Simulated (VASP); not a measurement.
# SrTiO3 (Tausonite) (Pm-3m) in VASP: notebook

Aim: see how the results for SrTiO3 (Tausonite) move with the level of theory and the settings. Levels: PBE+U, r2SCAN. Tasks: single point, relaxation of cell and atoms.

Program: VASP 6.6.1. These are calculated values, not measurements. Logs are shortened: lines on timing, memory, paths and dates and some standing lists are left out, and cuts for length are marked.

## Step 1: The cell of the first run

The structure is cubic, space group Pm-3m (No. 221). The conventional cell has a = 3.905 Å, b = 3.905 Å, c = 3.905 Å, α = 90.00°, β = 90.00°, γ = 90.00°. Sr (site symmetry m-3m) has 12 O at 2.76 Å and 8 Ti at 3.38 Å within 3.6 Å. Within 2.6 Å of Ti (site symmetry m-3m) lie 6 O at 1.95 Å. Within 2.6 Å of O (site symmetry 4/mmm) lie 2 Ti at 1.95 Å.

## Step 2: Single point, PBE+U

Contents of INCAR:

```
  ALGO = Normal
  EDIFF = 1E-6
  ENCUT = 520
  GGA = PE
  ISIF = 2
  ISMEAR = 0
  LASPH = T
  LCHARG = T
  LDAU = T
  LDAUJ = 0 0 0
  LDAUL = -1 2 -1
  LDAUPRINT = 1
  LDAUTYPE = 2
  LDAUU = 0 4 0
  LELF = T
  LMAXMIX = 4
  LREAL = F
  LVHAR = T
  LWAVE = F
  NBANDS = 28
  NELM = 150
  PREC = Accurate
  SIGMA = 0.1
```

Contents of KPOINTS:

```
k-points
0
Gamma
  6 6 6
```

Contents of POSCAR:

```
SrTiO3
1.0
    3.9052800000      0.0000000000      0.0000000000
    0.0000000000      3.9052800000      0.0000000000
    0.0000000000      0.0000000000      3.9052800000
Sr Ti O
1 1 3
Direct
    0.5000000000      0.5000000000      0.5000000000
    0.0000000000      0.0000000000      0.0000000000
    0.5000000000      0.0000000000      0.0000000000
    0.0000000000      0.5000000000      0.0000000000
    0.0000000000      0.0000000000      0.5000000000
```

Potentials or basis: VASP PAW PBE potentials, release 64 (Sr_sv, Ti_sv, O).

Launch:

```bash
$ cat potpaw_PBE.64/Sr_sv/POTCAR potpaw_PBE.64/Ti_sv/POTCAR potpaw_PBE.64/O/POTCAR > POTCAR
$ mpirun -np 1 vasp_std > vasp.out
```

OUTCAR:

```text
EDIFF = 1E-6
   ENCUT = 520
   GGA = PE
   ISIF = 2
   ISMEAR = 0
   LASPH = T
   LREAL = F
   NELM = 150
   PREC = Accurate

 ion  position               nearest neighbor table
   1  0.500  0.500  0.500-   3 2.76   4 2.76   5 2.76   3 2.76   4 2.76   3 2.76   5 2.76   3 2.76
                             4 2.76   5 2.76   4 2.76   5 2.76   2 3.38   2 3.38   2 3.38   2 3.38
   2  0.000  0.000  0.000-   3 1.95   4 1.95   5 1.95   5 1.95   4 1.95   3 1.95   1 3.38   1 3.38
                             1 3.38   1 3.38   1 3.38   1 3.38   1 3.38   1 3.38
   3  0.500  0.000  0.000-   2 1.95   2 1.95   1 2.76   1 2.76   1 2.76   1 2.76
   4  0.000  0.500  0.000-   2 1.95   2 1.95   1 2.76   1 2.76   1 2.76   1 2.76
   5  0.000  0.000  0.500-   2 1.95   2 1.95   1 2.76   1 2.76   1 2.76   1 2.76

  LATTYP: Found a simple cubic cell.
 ALAT       =     3.9052800000

  Lattice vectors:

 A1 = (   3.9052800000,   0.0000000000,   0.0000000000)
 A2 = (   0.0000000000,   3.9052800000,   0.0000000000)
 A3 = (   0.0000000000,   0.0000000000,   3.9052800000)

Analysis of symmetry for initial positions (statically):
=====================================================================
 Subroutine PRICEL returns:
 Original cell was already a primitive cell.

 Routine SETGRP: Setting up the symmetry group for a
 simple cubic supercell.

 Subroutine GETGRP returns: Found 48 space group operations
 (whereof 48 operations were pure point group operations)
 out of a pool of 48 trial point group operations.

The static configuration has the point symmetry O_h .

Analysis of symmetry for dynamics (positions and initial velocities):
=====================================================================
 Subroutine PRICEL returns:
 Original cell was already a primitive cell.

 Routine SETGRP: Setting up the symmetry group for a
 simple cubic supercell.

 Subroutine GETGRP returns: Found 48 space group operations
 (whereof 48 operations were pure point group operations)
 out of a pool of 48 trial point group operations.

The dynamic configuration has the point symmetry O_h .

 Subroutine INISYM returns: Found 48 space group operations
 (whereof 48 operations are pure point group operations),
 and found     1 'primitive' translations

----------------------------------------------------------------------------------------

                                     Primitive cell

  volume of cell :      59.5603

  direct lattice vectors                    reciprocal lattice vectors
     3.905280000  0.000000000  0.000000000     0.256063586  0.000000000  0.000000000
     0.000000000  3.905280000  0.000000000     0.000000000  0.256063586  0.000000000
     0.000000000  0.000000000  3.905280000     0.000000000  0.000000000  0.256063586

  length of vectors
     3.905280000  3.905280000  3.905280000     0.256063586  0.256063586  0.256063586

  position of ions in fractional coordinates (direct lattice)
     0.500000000  0.500000000  0.500000000
     0.000000000  0.000000000  0.000000000
     0.500000000  0.000000000  0.000000000
     0.000000000  0.500000000  0.000000000
     0.000000000  0.000000000  0.500000000

  ion indices of the primitive-cell ions
   primitive index   ion index
                 1           1
                 2           2
                 3           3
                 4           4
                 5           5

----------------------------------------------------------------------------------------

 KPOINTS: k-points

Automatic generation of k-mesh.
 Grid dimensions read from file:
 generate k-points for:    6    6    6

 Generating k-lattice:

  Cartesian coordinates                     Fractional coordinates (reciprocal lattice)
     0.042677264  0.000000000  0.000000000     0.166666667  0.000000000  0.000000000
     0.000000000  0.042677264  0.000000000     0.000000000  0.166666667  0.000000000
     0.000000000  0.000000000  0.042677264     0.000000000  0.000000000  0.166666667

  Length of vectors
     0.042677264  0.042677264  0.042677264

[... 29 lines left out ...]
  o =  0.2551  v =  0.0000  0.0000  0.0000  0.0000  0.0000  0.0000 -0.0000 -0.0123  0.0000  0.9999      0.0000  0.0000  0.0000  0.0000  0.0000  0.0000  0.0000  0.0000  0.0000  0.0000
  o =  0.2551  v =  0.0000 -0.0000 -0.0123  0.0000  0.9999  0.0000  0.0000  0.0000  0.0000  0.0000      0.0000  0.0000  0.0000  0.0000  0.0000  0.0000  0.0000  0.0000  0.0000  0.0000

 number of electron      40.0000005 magnetization

 Free energy of the ion-electron system (eV)
  ---------------------------------------------------
  ext. energy  EPLUGINS =         0.00000000
  ---------------------------------------------------
  free energy    TOTEN  =       -37.33345623 eV

  energy without entropy =      -37.33345623  energy(sigma->0) =      -37.33345623

 E-fermi :   4.9248     XC(G=0): -11.2773

 val. band max:        4.2982816218   @ k =   0.5000   0.5000   0.5000
 cond. band min:       6.6784516921   @ k =   0.0000   0.0000   0.0000
 fundamental gap:      2.3801700703
 Fermi energy:         4.9247886583

 k-point     1 :       0.0000    0.0000    0.0000
  band No.  band energies     occupation
      1     -53.1953      2.00000
      2     -29.3925      2.00000
      3     -29.3925      2.00000
      4     -29.3925      2.00000
      5     -28.4892      2.00000
      6     -13.1952      2.00000
[... 20 lines left out ...]
     27       9.6756      0.00000
     28      10.4544      0.00000

 k-point     2 :       0.1667    0.0000    0.0000
  band No.  band energies     occupation
      1     -53.1949      2.00000
      2     -29.4111      2.00000
      3     -29.3918      2.00000
      4     -29.3918      2.00000
      5     -28.4800      2.00000
      6     -13.2097      2.00000
[... 20 lines left out ...]
     27      10.1503      0.00000
     28      11.1082      0.00000

 k-point     3 :       0.3333    0.0000    0.0000
  band No.  band energies     occupation
      1     -53.1942      2.00000
      2     -29.4477      2.00000
      3     -29.3905      2.00000
      4     -29.3905      2.00000
      5     -28.4623      2.00000
      6     -13.3202      2.00000
[... 492 lines left out ...]
      3     -29.4500      2.00000
      4     -29.4339      2.00000
      5     -28.4325      2.00000
      6     -12.0303      2.00000
[... 20 lines left out ...]
     27      12.0992      0.00000
     28      12.6364      0.00000

 k-point    20 :       0.5000    0.5000    0.5000
  band No.  band energies     occupation
      1     -53.1911      2.00000
      2     -29.4492      2.00000
      3     -29.4492      2.00000
      4     -29.4492      2.00000
      5     -28.4279      2.00000
      6     -11.8559      2.00000
[... 20 lines left out ...]
     27      12.6368      0.00000
     28      12.6368      0.00000

------------------------ aborting loop because EDIFF is reached ----------------------------------------

  FORCE on cell =-STRESS in cart. coord.  units (eV):
  Direction    XX          YY          ZZ          XY          YZ          ZX
  --------------------------------------------------------------------------------------
  -------------------------------------------------------------------------------------
  Total        3.2719210      3.2719210      3.2719210      0.0000000      0.0000000     -0.0000000
  in kB       88.0150336     88.0150336     88.0150336      0.0000000      0.0000000     -0.0000000
  external PRESSURE =      88.0150336 kB  Pullay stress =       0.0000000 kB

 VOLUME and BASIS-vectors are now :
 -----------------------------------------------------------------------------
  energy-cutoff  :      520.00
  volume of cell :       59.56
      direct lattice vectors                 reciprocal lattice vectors
     3.905280000  0.000000000  0.000000000     0.256063586  0.000000000  0.000000000
     0.000000000  3.905280000  0.000000000     0.000000000  0.256063586  0.000000000
     0.000000000  0.000000000  3.905280000     0.000000000  0.000000000  0.256063586

 POSITION                                       TOTAL-FORCE (eV/Angst)
 -----------------------------------------------------------------------------------
      1.95264      1.95264      1.95264         0.000000      0.000000      0.000000
      0.00000      0.00000      0.00000         0.000000      0.000000      0.000000
      1.95264      0.00000      0.00000         0.000000      0.000000      0.000000
      0.00000      1.95264      0.00000         0.000000      0.000000      0.000000
      0.00000      0.00000      1.95264         0.000000      0.000000      0.000000
 -----------------------------------------------------------------------------------
    total drift:                                0.000000     -0.000000      0.000000

  FREE ENERGIE OF THE ION-ELECTRON SYSTEM (eV)
  ---------------------------------------------------
  free  energy   TOTEN  =       -37.3334562299 eV

  energy  without entropy=      -37.3334562299  energy(sigma->0) =      -37.33345623
```

Wall time 59 s (1 thread of Intel Xeon Platinum 8488C (Sapphire Rapids), shared host); peak memory 0.18 GiB.

Results:

```yaml
Free_energy: -37.3335 eV
Pressure: 8.8 GPa
Band_gap_on_the_k_mesh: 2.38 eV, indirect (least direct gap 2.80 eV)
```

Levels at points of the mesh, in eV from the valence-band top:
| k point | band 16 | band 17 | band 18 | band 19 | band 20 | band 21 | band 22 | band 23 | band 24 | band 25 |
| --- | --- | --- | --- | --- | --- | --- | --- | --- | --- | --- |
| (0.00, 0.00, 0.00) | -1.18 | -1.18 | -0.42 | -0.42 | -0.42 | 2.38 | 2.38 | 2.38 | 4.33 | 4.33 |
| (0.50, 0.00, 0.00) | -2.25 | -2.25 | -2.01 | -0.81 | -0.81 | 2.58 | 4.26 | 4.26 | 4.34 | 6.46 |
| (0.50, 0.50, 0.00) | -2.77 | -1.88 | -1.59 | -1.59 | -0.09 | 4.28 | 4.28 | 4.75 | 5.26 | 7.86 |
| (0.50, 0.50, 0.50) | -3.65 | -3.65 | 0.00 | 0.00 | 0.00 | 4.97 | 4.97 | 4.97 | 6.89 | 6.89 |

Eigenvalues of the final occupation matrices:
```
    site  spin  trace               eigenvalues
site 2 d     1   0.82  0.10 0.10 0.10 0.26 0.26
site 2 d     2   0.82  0.10 0.10 0.10 0.26 0.26
```

A k mesh can miss the band edges.

## Step 3: Single point, r2SCAN

This run uses another cell than the first one, of 12.30 Å³/atom, 1.032 times its volume.

Changes to POSCAR since step 2:

```diff
@@ -2,5 +2,5 @@
 1.0
-    3.9052800000      0.0000000000      0.0000000000
-    0.0000000000      3.9052800000      0.0000000000
-    0.0000000000      0.0000000000      3.9052800000
+    3.9471053931      0.0000000000      0.0000000000
+    0.0000000000      3.9471053931      0.0000000000
+    0.0000000000      0.0000000000      3.9471053931
 Sr Ti O
```

Contents of INCAR.step1:

```
PREC = Accurate ; ENCUT = 520
ISMEAR = 0 ; SIGMA = 0.02
LREAL = F ; LASPH = T
NELM = 80 ; NBANDS = 28
GGA = PE ; ALGO = Normal
EDIFF = 1E-4 ; LWAVE = T
LCHARG = F
```

Contents of INCAR.step2:

```
PREC = Accurate ; ENCUT = 520
EDIFF = 1E-6 ; ISMEAR = 0
SIGMA = 0.02 ; LREAL = F
LASPH = T ; NELM = 80
ALGO = Normal ; ISIF = 2
LWAVE = F ; LCHARG = F
METAGGA = R2SCAN ; LMIXTAU = T
NBANDS = 28 ; ISTART = 1
```

Contents of KPOINTS:

```
Automatic mesh
0
Gamma
  8 8 8
```

Potentials or basis: VASP PAW PBE potentials, release 64 (Sr_sv, Ti_sv, O).

Launch:

```bash
$ cat potpaw_PBE.64/Sr_sv/POTCAR potpaw_PBE.64/Ti_sv/POTCAR potpaw_PBE.64/O/POTCAR > POTCAR
$ cp INCAR.step1 INCAR
$ mpirun -np 1 vasp_std > vasp.out
$ cp INCAR.step2 INCAR
$ mpirun -np 1 vasp_std > vasp.out
```

Wall time 4.8 min (1 thread of Intel Xeon Platinum 8488C (Sapphire Rapids), shared host); peak memory 0.2 GiB.

The run converged. Its results:

| Quantity | Value |
| --- | --- |
| Free energy | -63.3099 eV |
| Pressure | -4.6 GPa |
| Band gap on the k mesh | 2.20 eV, indirect (least direct gap 2.60 eV) |

Levels at points of the mesh, in eV from the valence-band top:
| k point | band 18 | band 19 | band 20 | band 21 | band 22 | band 23 |
| --- | --- | --- | --- | --- | --- | --- |
| (0.00, 0.00, 0.00) | -0.40 | -0.40 | -0.40 | 2.20 | 2.20 | 2.20 |
| (0.50, 0.00, 0.00) | -1.91 | -0.77 | -0.77 | 2.35 | 4.00 | 4.00 |
| (0.50, 0.50, 0.00) | -1.57 | -1.57 | -0.09 | 4.01 | 4.01 | 4.48 |
| (0.50, 0.50, 0.50) | 0.00 | 0.00 | 0.00 | 4.67 | 4.67 | 4.67 |

Caveat: the PAW data sets were made with another functional, which shifts forces and pressure a little.

## Step 4: Single point, PBE+U

This run uses another cell than the first one, of 12.30 Å³/atom, 1.032 times its volume.

Contents of INCAR:

```
ALGO     = Normal         # electronic algorithm
EDIFF    = 1E-6           # SCF threshold, eV
ENCUT    = 520            # plane-wave cutoff, eV
GGA      = PE             # functional
ISIF     = 2              # what is computed and relaxed
ISMEAR   = 0              # smearing method
LASPH    = True           # aspherical terms in the spheres
LCHARG   = False          # write CHGCAR
LDAU     = True           # DFT+U
LDAUJ    = 0 0 0        
LDAUL    = -1 2 -1        # shell
LDAUPRINT= 1            
LDAUTYPE = 2            
LDAUU    = 0 4 0          # U, eV
LMAXMIX  = 4              # l up to which the mixer works
LREAL    = False          # projectors in reciprocal space
LWAVE    = False          # write WAVECAR
NBANDS   = 28             # bands
NELM     = 150            # most SCF steps
PREC     = Accurate       # precision mode
SIGMA    = 0.02           # smearing width, eV
```

Contents of KPOINTS:

```
k-points
0
Gamma
  8 8 8
```

POSCAR is that of step 3.

Launch:

```bash
$ cat potpaw_PBE.64/Sr_sv/POTCAR potpaw_PBE.64/Ti_sv/POTCAR potpaw_PBE.64/O/POTCAR > POTCAR
$ mpirun -np 1 vasp_std > vasp.out
```

It took 75 s on 1 thread of Intel Xeon Platinum 8488C (Sapphire Rapids), shared host; peak memory 0.2 GiB.

It converged, with:

```yaml
Free_energy: -37.4047 eV
Pressure: 2.7 GPa
Band_gap_on_the_k_mesh: 2.31 eV, indirect (least direct gap 2.74 eV)
```

Levels at points of the mesh, in eV from the valence-band top:
| k point | band 17 | band 18 | band 19 | band 20 | band 21 | band 22 | band 23 | band 24 |
| --- | --- | --- | --- | --- | --- | --- | --- | --- |
| (0.00, 0.00, 0.00) | -1.13 | -0.43 | -0.43 | -0.43 | 2.31 | 2.31 | 2.31 | 4.11 |
| (0.50, 0.00, 0.00) | -2.18 | -1.91 | -0.80 | -0.80 | 2.49 | 4.08 | 4.08 | 4.12 |
| (0.50, 0.50, 0.00) | -1.90 | -1.56 | -1.56 | -0.09 | 4.10 | 4.10 | 4.56 | 4.99 |
| (0.50, 0.50, 0.50) | -3.56 | 0.00 | 0.00 | 0.00 | 4.75 | 4.75 | 4.75 | 6.76 |

Eigenvalues of the final occupation matrices:
| site | spin | trace | eigenvalues |
| --- | --- | --- | --- |
| site 2 d | 1 | 0.80 | 0.10 0.10 0.10 0.25 0.25 |
| site 2 d | 2 | 0.80 | 0.10 0.10 0.10 0.25 0.25 |

A k mesh can miss the band edges.

## Step 5: Relaxation of cell and atoms, PBE+U

Contents of INCAR:

```
PREC = Accurate
ENCUT = 600
EDIFF = 1E-6
ISMEAR = 0
SIGMA = 0.02
LREAL = False
LASPH = True
NELM = 150
ALGO = Normal
ISIF = 3
LWAVE = False
LCHARG = False
LMAXMIX = 4
LDAU = True
LDAUTYPE = 2
LDAUL = -1 2 -1
LDAUU = 0 4 0
LDAUJ = 0 0 0
LDAUPRINT = 1
GGA = PE
IBRION = 2
NSW = 100
EDIFFG = -0.005
```

Contents of KPOINTS:

```
Automatic mesh
0
Gamma
  8 8 8
```

Changes to POSCAR since step 4:

```diff
@@ -2,5 +2,5 @@
 1.0
-    3.9471053931      0.0000000000      0.0000000000
-    0.0000000000      3.9471053931      0.0000000000
-    0.0000000000      0.0000000000      3.9471053931
+    3.9052800000      0.0000000000      0.0000000000
+    0.0000000000      3.9052800000      0.0000000000
+    0.0000000000      0.0000000000      3.9052800000
 Sr Ti O
```

Launch:

```bash
$ cat potpaw_PBE.64/Sr_sv/POTCAR potpaw_PBE.64/Ti_sv/POTCAR potpaw_PBE.64/O/POTCAR > POTCAR
$ mpirun -np 1 vasp_std > vasp.out
```

Run time: 2.4 min. Hardware: 1 thread of Intel Xeon Platinum 8488C (Sapphire Rapids), shared host; peak memory 0.22 GiB.

The run converged. Its results:

```
Free energy                            : -37.4146 eV
Relaxed volume                         : 12.49 Å³/atom
Relaxed cell                           : a = 3.967 Å, b = 3.967 Å, c = 3.967 Å, α = 90.00°, β = 90.00°, γ = 90.00°
Space group after relaxing (to 0.05 Å) : Pm-3m (No. 221)
Energy gained by relaxing              : 14.8 meV/atom
Ionic steps                            : 3
Pressure after relaxing                : 0.0 GPa
Band gap on the k mesh                 : 2.27 eV, indirect (least direct gap 2.71 eV)
```

Step by step:
```
step  energy change (eV)  largest force (eV/Å)  pressure (GPa)  volume (Å³)
   1              0.0000                0.0000            8.58        59.56
   2             -0.0140                0.0000           -6.58        65.23
   3             -0.0738                0.0000           -0.05        62.45
```

Final structure:
```
Sr Ti O
1.0
     3.96742    0.00000    0.00000
     0.00000    3.96742    0.00000
     0.00000    0.00000    3.96742
Sr Ti O
1 1 3
Direct
  0.50000 0.50000 0.50000
  0.00000 0.00000 0.00000
  0.50000 0.00000 0.00000
  0.00000 0.50000 0.00000
  0.00000 0.00000 0.50000
```

Levels at points of the mesh, in eV from the valence-band top:
| k point | band 18 | band 19 | band 20 | band 21 | band 22 | band 23 |
| --- | --- | --- | --- | --- | --- | --- |
| (0.00, 0.00, 0.00) | -0.44 | -0.44 | -0.44 | 2.27 | 2.27 | 2.27 |
| (0.50, 0.00, 0.00) | -1.86 | -0.80 | -0.80 | 2.45 | 4.00 | 4.00 |
| (0.50, 0.50, 0.00) | -1.54 | -1.54 | -0.09 | 4.01 | 4.01 | 4.47 |
| (0.50, 0.50, 0.50) | 0.00 | 0.00 | 0.00 | 4.65 | 4.65 | 4.65 |

Eigenvalues of the final occupation matrices:
| site | spin | trace | eigenvalues |
| --- | --- | --- | --- |
| site 2 d | 1 | 0.79 | 0.10 0.10 0.10 0.24 0.24 |
| site 2 d | 2 | 0.79 | 0.10 0.10 0.10 0.24 0.24 |

A k mesh can miss the band edges. Zero-point motion and thermal expansion aren't in these numbers.

## Step 6: Overview

```csv
task,level,U,cell,k mesh,cutoff (eV),smearing,gap on the mesh (eV),pressure (GPa)
single point,PBE+U,Ti d U = 4.0 eV,"a = 3.905 Å, 5 atoms",6 × 6 × 6,520,gaussian 0.1 eV,2.38,8.8
single point,r2SCAN,-,"a = 3.947 Å, 5 atoms",8 × 8 × 8,520,gaussian 0.02 eV,2.20,-4.6
single point,PBE+U,Ti d U = 4.0 eV,"a = 3.947 Å, 5 atoms",8 × 8 × 8,520,gaussian 0.02 eV,2.31,2.7
relaxation of cell and atoms,PBE+U,Ti d U = 4.0 eV,"relaxed from a = 3.905 Å, 5 atoms",8 × 8 × 8,600,gaussian 0.02 eV,2.27,0.0
```

Alike in all rows: potentials or basis VASP PAW PBE potentials, release 64 (Sr_sv, Ti_sv, O); no spin polarisation.

Caveats: the PAW data sets were made with another functional, which shifts forces and pressure a little (some runs).

Total energies depend on the potentials used, so only differences within one code and one set of settings carry meaning.
